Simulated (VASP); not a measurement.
Here is a VASP 6.6.1 calculation.

POSCAR

```
CO2
1.0
   -1.9747270000      1.9747270000      3.0140580000
    1.9747270000     -1.9747270000      3.0140580000
    1.9747270000      1.9747270000     -3.0140580000
O C
4 2
Direct
    0.8750000000      0.9597980000      0.5847980000
    0.3750000000      0.2902020000      0.4152020000
    0.0402020000      0.6250000000      0.9152020000
    0.7097980000      0.1250000000      0.0847980000
    0.0000000000      0.0000000000      0.0000000000
    0.7500000000      0.2500000000      0.5000000000
```

File INCAR.step1:

```
PREC = Accurate
ENCUT = 520
EDIFF = 1E-5
ISMEAR = -1
SIGMA = 0.05
LREAL = False
LASPH = True
NELM = 80
ALGO = Normal
ISIF = 2
LWAVE = True
LCHARG = False
GGA = PE
NBANDS = 25
KPAR = 4
```

File INCAR.step2:

```
PREC = Accurate
ENCUT = 520
EDIFF = 1E-6
ISMEAR = -1
SIGMA = 0.05
LREAL = False
LASPH = True
NELM = 80
ALGO = Normal
ISIF = 2
LWAVE = False
LCHARG = False
GGA = PE
LHFCALC = True
HFSCREEN = 0.2079
PRECFOCK = Fast
ISTART = 1
NBANDS = 25
KPAR = 4
```

KPOINTS

```
Automatic mesh
0
Gamma
  6 6 6
```

Potentials or basis: VASP PAW PBE potentials, release 64 (O, C).

Launch:

```bash
$ cat potpaw_PBE.64/O/POTCAR potpaw_PBE.64/C/POTCAR > POTCAR
$ cp INCAR.step1 INCAR
$ mpirun -np 4 vasp_std > vasp.out
$ cp INCAR.step2 INCAR
$ mpirun -np 4 vasp_std > vasp.out
```

(1) What does it give for the band gap on the k mesh?

(2) What does it give for the pressure?

(3) What does it give for the largest force?

## Answers

(1) 9.83 eV (least direct gap 10.17 eV).

(2) -9.9 GPa.

(3) 0.586 eV/Å.

Caveat: the cell stands under tension; the PAW data sets were made with another functional, which shifts forces and pressure a little.
